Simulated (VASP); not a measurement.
The system is BiH.

```
CELL_PARAMETERS angstrom
4.78267 0.00000 0.00000
0.00000 3.16500 0.00000
0.00000 0.00000 4.88315
ATOMIC_POSITIONS crystal
Bi 0.75000 0.00000 0.68700
Bi 0.25000 0.00000 0.31300
H 0.75000 0.50000 0.18800
H 0.25000 0.50000 0.81200
```

* Program: VASP 6.6.1
* Task: relaxation of cell and atoms
* Functional: PBE
* Potentials or basis: VASP PAW PBE potentials, release 64 (Bi_d, H)
* Cutoff: 600 eV
* k mesh: 4 × 6 × 4
* Occupations: gaussian, width 0.1 eV
* Spin: no spin polarisation

At the start: pressure 1.5 GPa; volume 18.48 Å³/atom.

Problem. How do energy, volume and symmetry change on relaxing?

Solution. Over 39 steps the energy falls by 424.0 meV/atom and the volume is 22.10 Å³/atom (+19.6 %); space group Pmma (No. 51, to 0.1 Å) before and after.

Step by step:
```
step  energy change (eV)  largest force (eV/Å)  pressure (GPa)  volume (Å³)
   1              0.0000                1.2783            1.45        73.92
   2             -0.1720                0.7554           -1.49        75.70
   3             -0.2888                0.3556           -4.25        78.00
   4             -0.3316                0.3858           -6.82        82.50
   5             -0.4528                0.4036           -6.06        81.05
   6             -0.8000                0.4762           -2.68        76.64
   7             -0.8692                0.6690           10.18        67.51
   8             -0.9808                0.4372            2.98        71.55
   9             -0.9822                0.3864            3.91        70.93
  10             -1.0660                0.2417            4.93        71.45
  11             -1.2279                0.2868            8.24        72.23
  12             -1.2467                0.1348            7.16        72.11
  13             -1.2513                0.2208            7.63        72.19
  14             -1.3605                0.1036            4.96        76.09
  15             -1.4019                0.2969            2.97        80.45
  16             -1.2753                0.3525           -0.32        89.27
  17             -1.4064                0.3541            2.36        81.81
  18             -1.4843                0.3796            1.04        83.99
  19             -1.5530                0.4265           -1.48        89.45
  20             -1.5882                0.3390           -0.79        88.74
  21             -1.6061                0.2206            0.16        87.86
  22             -1.6062                0.2066            0.25        87.76
  23             -1.6142                0.1734            0.22        88.05
  24             -1.6208                0.1105            0.15        88.60
  25             -1.6277                0.1140           -0.14        89.13
  26             -1.6321                0.1197           -0.59        89.94
  27             -1.6388                0.0932           -0.21        89.15
  28             -1.6427                0.1482            0.52        87.78
  29             -1.6473                0.1590            0.43        87.89
  30             -1.6545                0.1737            0.21        88.22
  31             -1.6624                0.1630            0.04        88.61
  32             -1.6773                0.1229           -0.47        89.77
  33             -1.6678                0.0549           -1.40        92.10
  34             -1.6802                0.0923           -0.78        90.50
  35             -1.6883                0.1019           -0.30        89.52
  36             -1.6900                0.1126            0.08        88.78
  37             -1.6949                0.0679            0.05        88.47
  38             -1.6955                0.0477            0.04        88.32
  39             -1.6960                0.0331           -0.02        88.38
```

Final structure:
```yaml
crystal:
  lattice:
    - [6.17488, 0.00000, 0.00000]
    - [0.00000, 4.01883, 0.00000]
    - [0.00000, 0.00000, 3.56156]
  atoms:
    - { symbol: Bi, position: [0.75000, 0.00000, 0.86822] }
    - { symbol: Bi, position: [0.25000, 0.00000, 0.13178] }
    - { symbol: H, position: [0.75000, 0.50000, 0.01885] }
    - { symbol: H, position: [0.25000, 0.50000, 0.98115] }
```

Caveat: the volume moved by over 15 % at a fixed basis, so the end points are rough.
